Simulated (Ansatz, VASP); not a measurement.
# PbSe: VASP beside Ansatz

```xyz
2
Lattice="0.0000 3.0697 3.0697 3.0697 0.0000 3.0697 3.0697 3.0697 0.0000" Properties=species:S:1:pos:R:3 pbc="T T T"
Pb    0.0000    0.0000    0.0000
Se    3.0697    3.0697    3.0697
```

Alike in both runs: task single point; functional PBE; k mesh 8 × 8 × 8; no spin polarisation.

|  | VASP | Ansatz |
| --- | --- | --- |
| version | VASP 6.6.1 | Ansatz 0.2.0 |
| potentials or method | VASP PAW PBE potentials, release 64 (Pb_d, Se) | plane waves, PAW |
| plane-wave cutoff (eV) | 520 | 420 |
| occupations | gaussian, width 0.01 eV | fixed |
| valence electrons in the cell | 20 | 30 |

|  | VASP | Ansatz | Ansatz less VASP |
| --- | --- | --- | --- |
| gap on the k mesh at the Fermi level (eV) | 0.32 | 0.32 | -0.005 |
| pressure (GPa) | 1.9 | 1.9 | +0.02 |

VASP's potentials hold 20 valence electrons a cell and Ansatz's 30, so a difference there can come from the potentials and not from the codes.

Spin-orbit coupling is off throughout.
